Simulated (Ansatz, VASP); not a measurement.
**Two plane-wave programs on Mg3Cd2Te3**

```
Mg Cd Te
1.0
     6.07219    0.00000    0.00000
     0.00000    6.07219    0.00000
     0.00000    0.00000    6.53039
Mg Cd Te
3 2 3
Cartesian
  0.0000 3.0361 3.2652
  3.0361 0.0000 3.2652
  0.0000 0.0000 3.2652
  0.0000 3.0361 0.0000
  3.0361 0.0000 0.0000
  0.0000 0.0000 0.0000
  3.0361 3.0361 0.0000
  3.0361 3.0361 3.2652
```

Alike in both runs: functional PBE; k mesh 3 × 3 × 3; occupations gaussian, width 0.2 eV; no spin polarisation.

Ansatz relaxed the structure, and its values are those at the end. VASP's run is a single point on that final structure, the one shown.

```csv
,VASP,Ansatz
version,VASP 6.6.1,Ansatz 0.2.0
potentials or method,"VASP PAW PBE potentials, release 64 (Mg, Cd, Te), cutoff 520 eV","scalar-relativistic, plane waves, PAW"
valence electrons in the cell,48,118
```

```tsv
	VASP	Ansatz	Ansatz less VASP
gap on the k mesh at the Fermi level (eV)	none	none	-
pressure (GPa)	0.3	0.3	-0.02
```

A gap of «none» marks a metal or a gap that the smearing closes. With one functional, cell and mesh, what is left measures potentials, basis and numerics. VASP's potentials hold 48 valence electrons a cell and Ansatz's 118, so a difference there can come from the potentials and not from the codes.

Neither program's run includes spin-orbit coupling.
